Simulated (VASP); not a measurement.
Write the native input for VASP 6.6.1 that does the following.

```yaml
Task: single point
Functional: PBE
Potentials_or_basis: VASP PAW PBE potentials, release 64 (As)
Cutoff: 520 eV
k_mesh: 16 × 16 × 16
Occupations: fermi-dirac, width 0.05 eV
Spin: no spin polarisation
Dipole_correction: no
Further_INCAR_settings: ALGO = Normal; EDIFF = 1e-06; NBANDS = 8
```

The structure of As lies in POSCAR:

```
As
1.0
   -1.4587307343      1.4587307343      1.4587307343
    1.4587307343     -1.4587307343      1.4587307343
    1.4587307343      1.4587307343     -1.4587307343
As
1
Direct
    0.0000000000      0.0000000000      0.0000000000
```

This cell differs from its parent crystal: volume scaled by 0.65.

The input as run:

INCAR

```
PREC = Accurate
ENCUT = 520
EDIFF = 1E-6
ISMEAR = -1
SIGMA = 0.05
LREAL = False
LASPH = True
NELM = 80
ALGO = Normal
ISIF = 2
LWAVE = False
LCHARG = False
GGA = PE
NBANDS = 8
```

KPOINTS

```
Automatic mesh
0
Gamma
  16 16 16
```

Potentials or basis: VASP PAW PBE potentials, release 64 (As).

Command:

```bash
$ cat potpaw_PBE.64/As/POTCAR > POTCAR
$ mpirun -np 1 vasp_std > vasp.out
```

Results of the run:

```json
{"Pressure": "89.1 GPa"}
```

It took 7.5 s on 1 thread of Intel(R) Xeon(R) Platinum 8375C CPU @ 2.90GHz (Ice Lake), with other jobs on the host, peak memory 0.13 GiB.
